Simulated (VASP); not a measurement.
Crystal: NbTe8Mo3.

```xyz
12
Lattice="3.6937 0.0000 0.0000 -1.8469 3.1989 0.0000 0.0000 0.0000 29.3414" Properties=species:S:1:pos:R:3 pbc="T T T"
Nb    1.8469    1.0663    0.0000
Te    0.0000    2.1326   27.4489
Te    0.0000    2.1326   12.7782
Te    1.8469    1.0663   20.1135
Te    1.8469    1.0663    5.4428
Te    0.0000    2.1326    1.8925
Te    0.0000    2.1326   16.5632
Te    1.8469    1.0663   23.8986
Te    1.8469    1.0663    9.2279
Mo    0.0000    2.1326   22.0061
Mo    0.0000    2.1326    7.3354
Mo    1.8469    1.0663   14.6707
```

```yaml
Program: VASP 6.6.1
Task: relaxation of cell and atoms
Functional: PBE
Potentials_or_basis: VASP PAW PBE potentials, release 64 (Nb_sv, Te, Mo_sv)
Cutoff: 600 eV
k_mesh: 6 × 6 × 1
Occupations: gaussian, width 0.1 eV
Spin: no spin polarisation
```

At the start: pressure -6.8 GPa; volume 28.89 Å³/atom.

Q: Where does the relaxation end?

A: Over 15 steps the energy falls by 70.7 meV/atom and the volume is 27.44 Å³/atom (-5.0 %); space group P-6m2 (No. 187, to 0.1 Å) before and after.

The path:
```tsv
step	energy change (eV)	largest force (eV/Å)	pressure (GPa)	volume (Å³)
1	0.0000	1.4401	-6.82	346.69
2	0.7555	2.4784	13.93	288.57
3	-0.7753	0.5127	-0.22	320.39
4	-0.7762	0.5499	0.02	319.65
5	-0.7761	0.5767	0.19	319.13
6	-0.8116	0.2355	0.28	318.72
7	-0.8218	0.0492	0.37	318.36
8	-0.8237	0.1614	-0.35	321.34
9	-0.8245	0.1226	-0.11	320.30
10	-0.8286	0.1056	-0.10	321.29
11	-0.8354	0.0643	-0.09	323.67
12	-0.8369	0.1299	-0.03	328.46
13	-0.8382	0.0740	-0.06	326.55
14	-0.8415	0.0546	-0.06	327.23
15	-0.8482	0.0309	-0.06	329.26
```

Final structure:
```yaml
crystal:
  lattice:
    - [3.59589, 0.00000, 0.00000]
    - [-1.79795, 3.11414, 0.00000]
    - [0.00000, 0.00000, 29.40338]
  atoms:
    - { symbol: Nb, position: [0.66667, 0.33333, 0.00000] }
    - { symbol: Te, position: [0.33333, 0.66667, 0.93621] }
    - { symbol: Te, position: [0.33333, 0.66667, 0.43896] }
    - { symbol: Te, position: [0.66667, 0.33333, 0.68903] }
    - { symbol: Te, position: [0.66667, 0.33333, 0.18898] }
    - { symbol: Te, position: [0.33333, 0.66667, 0.06379] }
    - { symbol: Te, position: [0.33333, 0.66667, 0.56104] }
    - { symbol: Te, position: [0.66667, 0.33333, 0.81102] }
    - { symbol: Te, position: [0.66667, 0.33333, 0.31097] }
    - { symbol: Mo, position: [0.33333, 0.66667, 0.74999] }
    - { symbol: Mo, position: [0.33333, 0.66667, 0.25001] }
    - { symbol: Mo, position: [0.66667, 0.33333, 0.50000] }
```

Caveat: this functional lacks dispersion, which binds the layers, so the pressure and a relaxed spacing across them are unreliable.
